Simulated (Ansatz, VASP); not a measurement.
## Si2N: VASP beside Ansatz

```xyz
12
Lattice="7.3011 0.0000 0.0000 0.0000 2.8047 0.0000 0.0000 0.0000 8.1814" Properties=species:S:1:pos:R:3 pbc="T T T"
Si    0.9070    2.1035    7.7503
Si    4.5575    2.1035    4.5217
Si    6.3941    0.7012    0.4311
Si    2.7436    0.7012    3.6596
Si    0.6879    0.7012    4.9216
Si    6.6132    2.1035    3.2597
Si    2.9627    2.1035    0.8310
Si    4.3384    0.7012    7.3504
N     0.7709    2.1035    6.0201
N     4.4214    2.1035    6.2519
N     6.5302    0.7012    2.1612
N     2.8797    0.7012    1.9295
```

Alike in both runs: functional PBE; k mesh 4 × 12 × 4; occupations gaussian, width 0.1 eV; no spin polarisation.

Ansatz relaxed the structure, and its values are those at the end. VASP's run is a single point on that final structure, the one shown.

|  | VASP | Ansatz |
| --- | --- | --- |
| version | VASP 6.6.1 | Ansatz 0.2.0 |
| potentials or method | VASP PAW PBE potentials, release 64 (Si, N), cutoff 520 eV | scalar-relativistic, plane waves, PAW |
| valence electrons in the cell | 52 | 52 |

Ansatz gave:

| Quantity | Value |
| --- | --- |
| gap on the k mesh at the Fermi level (eV) | none |
| pressure (GPa) | 0.0 |
| rms of the force components (eV/Å) | 0.000 |

Task: What did VASP give for the same quantities?

Result: gap on the k mesh at the Fermi level (eV): none; pressure (GPa): -0.2; rms of the force components (eV/Å): 0.008.

A gap of «none» marks a metal or a gap that the smearing closes. The functional is the same, so the differences come from potentials, cutoffs and numerics.
